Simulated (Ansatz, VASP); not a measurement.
# One calculation of AlN, two programs

```xyz
8
Lattice="-3.1110 0.0000 0.0000 -1.5555 -2.6942 0.0000 0.0000 0.0000 15.9560" Properties=species:S:1:pos:R:3 pbc="T T T"
Al   -1.5555   -0.8981    8.9977
Al   -1.5555   -0.8981    4.0197
Al   -3.1110   -1.7961    1.5307
Al   -3.1110   -1.7961    6.5087
N    -1.5555   -0.8981    0.9583
N    -1.5555   -0.8981    5.9363
N    -3.1110   -1.7961    3.4473
N    -3.1110   -1.7961    8.4253
```

Alike in both runs: task single point; functional PBE; k mesh 8 × 8 × 3; occupations gaussian, width 0.05 eV; no spin polarisation.

|  | VASP | Ansatz |
| --- | --- | --- |
| version | VASP 6.6.1 | Ansatz 0.2.0 |
| potentials or method | VASP PAW PBE potentials, release 64 (Al, N), cutoff 520 eV | scalar-relativistic, plane waves, PAW |
| valence electrons in the cell | 32 | 32 |

VASP gave:

| Property | Result |
| --- | --- |
| gap on the k mesh at the Fermi level (eV) | none |
| rms of the force components (eV/Å) | 0.706 |

What did Ansatz give for the same quantities?

gap on the k mesh at the Fermi level (eV): none; rms of the force components (eV/Å): 0.707.

Atom by atom the forces differ by 0.006 eV/Å (rms over components). A gap of «none» marks a metal or a gap that the smearing closes.
